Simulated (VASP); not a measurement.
# SiC (P6_3mc) in VASP: single point with PBE

Aim: the single point of SiC with PBE.

Everything below comes from runs of VASP 6.6.1. Logs are shortened: lines on timing, memory, paths and dates and some standing lists are left out, and cuts for length are marked.

## 1. The cell of the first run

The structure is hexagonal, space group P6_3mc (No. 186). The conventional cell has a = 3.095 Å, b = 3.095 Å, c = 15.187 Å, α = 90.00°, β = 90.00°, γ = 120.00°. Si (site symmetry 3m) has 4 C at 1.89 to 1.90 Å within 2.5 Å. Si (site symmetry 3m) has 4 C at 1.89 to 1.90 Å within 2.5 Å. Si (site symmetry 3m) has 4 C at 1.90 Å within 2.5 Å. C (site symmetry 3m) has 4 Si at 1.89 to 1.90 Å within 2.5 Å. Within 2.5 Å of C (site symmetry 3m) lie 4 Si at 1.89 to 1.90 Å. C (site symmetry 3m) has 4 Si at 1.90 Å within 2.5 Å.

## 2. Single point, PBE

The input, INCAR:

```
SYSTEM = SiC
ALGO = Normal ; EDIFF = 1E-6
ENCUT = 520 ; GGA = PE
ISIF = 2 ; ISMEAR = 0
LASPH = .TRUE. ; LCHARG = .FALSE.
LREAL = .FALSE. ; LWAVE = .FALSE.
NBANDS = 36 ; NELM = 80
PREC = Accurate ; SIGMA = 0.02
```

The input, KPOINTS:

```
k-points
0
G
  12 12 2
  0 0 0
```

The input, POSCAR:

```
SiC
1.0
    3.0950015816      0.0000000029      0.0000000000
   -1.5475007933      2.6803499930      0.0000000000
    0.0000000000      0.0000000000     15.1865709581
Si C
6 6
Direct
    0.3333333333      0.6666666667      0.8329927008
    0.6666666667      0.3333333333      0.3329927008
    0.6666666667      0.3333333333      0.6665012399
    0.3333333333      0.6666666667      0.1665012399
    0.0000000000      0.0000000000      0.4997230252
    0.0000000000      0.0000000000      0.9997230252
    0.0000000000      0.0000000000      0.8743713554
    0.0000000000      0.0000000000      0.3743713554
    0.3333333333      0.6666666667      0.7079991940
    0.6666666667      0.3333333333      0.2079991940
    0.6666666667      0.3333333333      0.5415134847
    0.3333333333      0.6666666667      0.0415134847
```

Potentials or basis: VASP PAW PBE potentials, release 64 (Si, C).

The run is started by

```
> cat potpaw_PBE.64/Si/POTCAR potpaw_PBE.64/C/POTCAR > POTCAR
> mpirun -np 1 vasp_std > vasp.out
```

OUTCAR:

```text
SYSTEM = SiC
   EDIFF = 1E-6
   ENCUT = 520
   GGA = PE
   ISIF = 2
   ISMEAR = 0
   LASPH = .TRUE.
   LREAL = .FALSE.
   NELM = 80
   PREC = Accurate

 ion  position               nearest neighbor table
   1  0.333  0.667  0.833-   7 1.89   7 1.89   7 1.89   9 1.90   3 3.10   3 3.10   3 3.10   6 3.10
                             6 3.10   6 3.10
   2  0.667  0.333  0.333-   8 1.89   8 1.89   8 1.89  10 1.90   4 3.10   4 3.10   4 3.10   5 3.10
                             5 3.10   5 3.10
   3  0.667  0.333  0.667-   9 1.89   9 1.89   9 1.89  11 1.90   1 3.10   1 3.10   1 3.10   5 3.10
                             5 3.10   5 3.10
   4  0.333  0.667  0.167-  10 1.89  10 1.89  10 1.89  12 1.90   2 3.10   2 3.10   2 3.10   6 3.10
                             6 3.10   6 3.10
   5  0.000  0.000  0.500-  11 1.90  11 1.90  11 1.90   8 1.90   2 3.10   2 3.10   2 3.10   3 3.10
                             3 3.10   3 3.10
   6  0.000  0.000  1.000-  12 1.90  12 1.90  12 1.90   7 1.90   1 3.10   1 3.10   1 3.10   4 3.10
                             4 3.10   4 3.10
   7  0.000  0.000  0.874-   1 1.89   1 1.89   1 1.89   6 1.90
   8  0.000  0.000  0.374-   2 1.89   2 1.89   2 1.89   5 1.90
   9  0.333  0.667  0.708-   3 1.89   3 1.89   3 1.89   1 1.90
  10  0.667  0.333  0.208-   4 1.89   4 1.89   4 1.89   2 1.90
  11  0.667  0.333  0.542-   5 1.90   5 1.90   5 1.90   3 1.90
  12  0.333  0.667  0.042-   6 1.90   6 1.90   6 1.90   4 1.90

  LATTYP: Found a hexagonal cell.
 ALAT       =     3.0950015816
 C/A-ratio  =     4.9068055565

  Lattice vectors:

 A1 = (   3.0950015816,   0.0000000029,   0.0000000000)
 A2 = (  -1.5475007933,   2.6803499930,   0.0000000000)
 A3 = (   0.0000000000,   0.0000000000,  15.1865709581)

Analysis of symmetry for initial positions (statically):
=====================================================================
 Subroutine PRICEL returns:
 Original cell was already a primitive cell.

 Routine SETGRP: Setting up the symmetry group for a
 hexagonal supercell.

 Subroutine GETGRP returns: Found 12 space group operations
 (whereof  6 operations were pure point group operations)
 out of a pool of 24 trial point group operations.

The static configuration has the point symmetry C_3v.
 The point group associated with its full space group is C_6v.

Analysis of symmetry for dynamics (positions and initial velocities):
=====================================================================
 Subroutine PRICEL returns:
 Original cell was already a primitive cell.

 Routine SETGRP: Setting up the symmetry group for a
 hexagonal supercell.

 Subroutine GETGRP returns: Found 12 space group operations
 (whereof  6 operations were pure point group operations)
 out of a pool of 24 trial point group operations.

The dynamic configuration has the point symmetry C_3v.
 The point group associated with its full space group is C_6v.

 Subroutine INISYM returns: Found 12 space group operations
 (whereof  6 operations are pure point group operations),
 and found     1 'primitive' translations

----------------------------------------------------------------------------------------

                                     Primitive cell

  volume of cell :     125.9830

  direct lattice vectors                    reciprocal lattice vectors
     3.095001582  0.000000003  0.000000000     0.323101612  0.186542803  0.000000000
    -1.547500793  2.680349993  0.000000000    -0.000000000  0.373085605  0.000000000
     0.000000000  0.000000000 15.186570958     0.000000000  0.000000000  0.065847649

  length of vectors
     3.095001582  3.095001582 15.186570958     0.373085605  0.373085605  0.065847649

  position of ions in fractional coordinates (direct lattice)
     0.333333333  0.666666667  0.832992701
     0.666666667  0.333333333  0.332992701
     0.666666667  0.333333333  0.666501240
     0.333333333  0.666666667  0.166501240
     0.000000000  0.000000000  0.499723025
     0.000000000  0.000000000  0.999723025
     0.000000000  0.000000000  0.874371355
     0.000000000  0.000000000  0.374371355
     0.333333333  0.666666667  0.707999194
     0.666666667  0.333333333  0.207999194
     0.666666667  0.333333333  0.541513485
     0.333333333  0.666666667  0.041513485

  ion indices of the primitive-cell ions
   primitive index   ion index
                 1           1
                 2           2
                 3           3
                 4           4
                 5           5
                 6           6
                 7           7
                 8           8
                 9           9
                10          10
                11          11
                12          12

----------------------------------------------------------------------------------------

 KPOINTS: k-points

Automatic generation of k-mesh.
 Grid dimensions read from file:
 generate k-points for:   12   12    2

 Generating k-lattice:

  Cartesian coordinates                     Fractional coordinates (reciprocal lattice)
     0.026925134  0.015545234  0.000000000     0.083333333  0.000000000  0.000000000
    -0.000000000  0.031090467  0.000000000     0.000000000  0.083333333  0.000000000
     0.000000000  0.000000000  0.032923825     0.000000000  0.000000000  0.500000000

  Length of vectors
     0.031090467  0.031090467  0.032923825

  Shift w.r.t. Gamma in fractional coordinates (k-lattice)
     0.000000000  0.000000000  0.000000000

 Subroutine IBZKPT returns following result:
 ===========================================

 Found     38 irreducible k-points:

 Following reciprocal coordinates:
            Coordinates               Weight
  0.000000  0.000000  0.000000      1.000000
  0.083333 -0.000000  0.000000      6.000000
  0.166667  0.000000  0.000000      6.000000
  0.250000  0.000000  0.000000      6.000000
  0.333333  0.000000  0.000000      6.000000
  0.416667  0.000000  0.000000      6.000000
[... 16 lines left out ...]
  0.250000  0.000000  0.500000      6.000000
  0.333333  0.000000  0.500000      6.000000
 [... further k-points ...]
   k-points           NKPTS =     38   k-points in BZ     NKDIM =     38   number of bands    NBANDS=     36
   number of dos      NEDOS =    301   number of ions     NIONS =     12
   total plane-waves  NPLWV =  69120
   dimension x,y,z NGX =    24 NGY =   24 NGZ =  120
   dimension x,y,z NGXF=    48 NGYF=   48 NGZF=  240
   ions per type =               6   6
   NGX,Y,Z   is equivalent  to a cutoff of  12.89, 12.89, 13.14 a.u.
   NGXF,Y,Z  is equivalent  to a cutoff of  25.78, 25.78, 26.27 a.u.
 SYSTEM =  SiC
   PREC   = accura    normal or accurate (medium, high low for compatibility)
   ISTART =      0    job   : 0-new  1-cont  2-samecut
   ICHARG =      2    charge: 1-file 2-atom 10-const
   ISPIN  =      1    spin polarized calculation?
   LNONCOLLINEAR =      F non collinear calculations
   LSORBIT =      F    spin-orbit coupling
   LASPH  =      T    aspherical Exc in radial PAW
   ENCUT  =  520.0 eV  38.22 Ry    6.18 a.u.   5.75  5.75 28.24*2*pi/ulx,y,z
   NELM   =     80;   NELMIN=  2; NELMDL= -5     # of ELM steps
   EDIFF  = 0.1E-05   stopping-criterion for ELM
   LREAL  =      F    real-space projection
   EDIFFG = 0.1E-04   stopping-criterion for IOM
   NSW    =      0    number of steps for IOM
   IBRION =     -1    ionic relax: 0-MD 1-quasi-New 2-CG
   NFREE  =      0    steps in history (QN), initial steepest desc. (CG)
   ISIF   =      2    stress and relaxation
   ISYM   =      2    0-nonsym 1-usesym 2-fastsym
   POTIM  = 0.5000    time-step for ionic-motion
   TEBEG  =    0.0;   TEEND  =   0.0 temperature during run
   PSTRESS=    0.0 pullay stress
   NELECT =      48.0000    total number of electrons
   NUPDOWN=      -1.0000    fix difference up-down
   EMIN   =  10.00;   EMAX   =-10.00  energy-range for DOS
   EFERMI =   0.00;   METHOD = LEGACY
   ISMEAR =     0;   SIGMA  =   0.02  broadening in eV -4-tet -1-fermi 0-gaus
   EFERMI_NEDOS =   21; number of points for ismear=-14 and -15
   IALGO  =     38    algorithm
   IMIX   =      4    mixing-type and parameters
     AMIX     =   0.40;   BMIX     =  1.00
     AMIX_MAG =   1.60;   BMIX_MAG =  1.00
  volume/ion in A,a.u.               =      10.50        70.85
  Fermi-wavevector in a.u.,A,eV,Ry     =   1.186819  2.242763 19.164346  1.408540
  Thomas-Fermi vector in A             =   2.322984
   LORBIT       =      0    0 simple, 1 ext, 2 COOP (PROOUT), +10 PAW based schemes
   GGA     = PE    functional components
   LHFCALC =     F    Hartree Fock is set to
   AEXX    =    0.0000 exact exchange contribution
   IVDW    =     0    specifies the selected vdW correction
   LEPSILON=     F    determine dielectric tensor
   LRPA    =     F    only Hartree local field effects (RPA)
 non-spin polarized calculation
 Gauss-broadening in eV      SIGMA  =   0.02
  energy-cutoff  :      520.00
  volume of cell :      125.98
 maximum number of plane-waves:      3444
 NGX is ok and might be reduce to    24
   NGX = 11   NGY = 11   NGZ = 57

 number of electron      48.0000002 magnetization

 Free energy of the ion-electron system (eV)
  ---------------------------------------------------
  ext. energy  EPLUGINS =         0.00000000
  ---------------------------------------------------
  free energy    TOTEN  =       -90.37376100 eV

  energy without entropy =      -90.37376100  energy(sigma->0) =      -90.37376100

 E-fermi :   8.1445     XC(G=0): -11.2906

 val. band max:        7.9886844008   @ k =   0.0000   0.0000   0.0000
 cond. band min:      10.0179267000   @ k =   0.5000   0.0000   0.0000
 fundamental gap:      2.0292422992
 Fermi energy:         8.1445407253

 k-point     1 :       0.0000    0.0000    0.0000
  band No.  band energies     occupation
      1      -7.3523      2.00000
      2      -6.8369      2.00000
      3      -6.8019      2.00000
      4      -5.3269      2.00000
      5      -5.2985      2.00000
      6      -3.8404      2.00000
[... 925 lines left out ...]
     35      15.8187      0.00000
     36      15.8189      0.00000

 [... further k-points ...]

------------------------ aborting loop because EDIFF is reached ----------------------------------------

  FORCE on cell =-STRESS in cart. coord.  units (eV):
  Direction    XX          YY          ZZ          XY          YZ          ZX
  --------------------------------------------------------------------------------------
  -------------------------------------------------------------------------------------
  Total       -0.0401352     -0.0401352     -0.0364870     -0.0000000      0.0000000      0.0000000
  in kB       -0.5104162     -0.5104162     -0.4640201     -0.0000000      0.0000000      0.0000000
  external PRESSURE =      -0.4949508 kB  Pullay stress =       0.0000000 kB

 VOLUME and BASIS-vectors are now :
 -----------------------------------------------------------------------------
  energy-cutoff  :      520.00
  volume of cell :      125.98
      direct lattice vectors                 reciprocal lattice vectors
     3.095001582  0.000000003  0.000000000     0.323101612  0.186542803  0.000000000
    -1.547500793  2.680349993  0.000000000    -0.000000000  0.373085605  0.000000000
     0.000000000  0.000000000 15.186570958     0.000000000  0.000000000  0.065847649

 POSITION                                       TOTAL-FORCE (eV/Angst)
 -----------------------------------------------------------------------------------
     -0.00000      1.78690     12.65030         0.000000      0.000000     -0.000871
      1.54750      0.89345      5.05702        -0.000000     -0.000000     -0.000871
      1.54750      0.89345     10.12187         0.000000      0.000000     -0.000474
     -0.00000      1.78690      2.52858        -0.000000      0.000000     -0.000474
      0.00000      0.00000      7.58908         0.000000     -0.000000      0.001459
      0.00000      0.00000     15.18236        -0.000000     -0.000000      0.001459
      0.00000      0.00000     13.27870         0.000000      0.000000     -0.000245
      0.00000      0.00000      5.68542        -0.000000      0.000000     -0.000245
     -0.00000      1.78690     10.75208        -0.000000     -0.000000     -0.000112
      1.54750      0.89345      3.15879         0.000000     -0.000000     -0.000112
      1.54750      0.89345      8.22373         0.000000     -0.000000      0.000243
     -0.00000      1.78690      0.63045         0.000000      0.000000      0.000243
 -----------------------------------------------------------------------------------
    total drift:                                0.000000      0.000000     -0.000675

  FREE ENERGIE OF THE ION-ELECTRON SYSTEM (eV)
  ---------------------------------------------------
  free  energy   TOTEN  =       -90.3737609993 eV

  energy  without entropy=      -90.3737609993  energy(sigma->0) =      -90.37376100
```

Wall time 2.6 min (1 thread of AMD EPYC 7R43 (Zen 3), shared host); peak memory 0.26 GiB.

What came out:

```
Free energy            : -90.3738 eV
Pressure               : 0.0 GPa
Band gap on the k mesh : 2.03 eV (least direct gap 3.12 eV)
```

Levels at points of the mesh, in eV from the valence-band top:
| k point | band 21 | band 22 | band 23 | band 24 | band 25 | band 26 | band 27 | band 28 |
| --- | --- | --- | --- | --- | --- | --- | --- | --- |
| (0.00, 0.00, 0.00) | -0.30 | -0.04 | 0.00 | 0.00 | 5.05 | 5.22 | 5.63 | 6.14 |
| (0.50, 0.00, 0.00) | -1.80 | -1.77 | -1.65 | -1.10 | 2.03 | 2.21 | 3.19 | 3.87 |
| (0.00, 0.00, 0.50) | -0.10 | -0.10 | -0.10 | -0.10 | 5.12 | 5.12 | 5.86 | 5.86 |
| (0.50, 0.00, 0.50) | -1.70 | -1.70 | -1.30 | -1.30 | 2.07 | 2.07 | 3.41 | 3.41 |

A k mesh can miss the band edges.
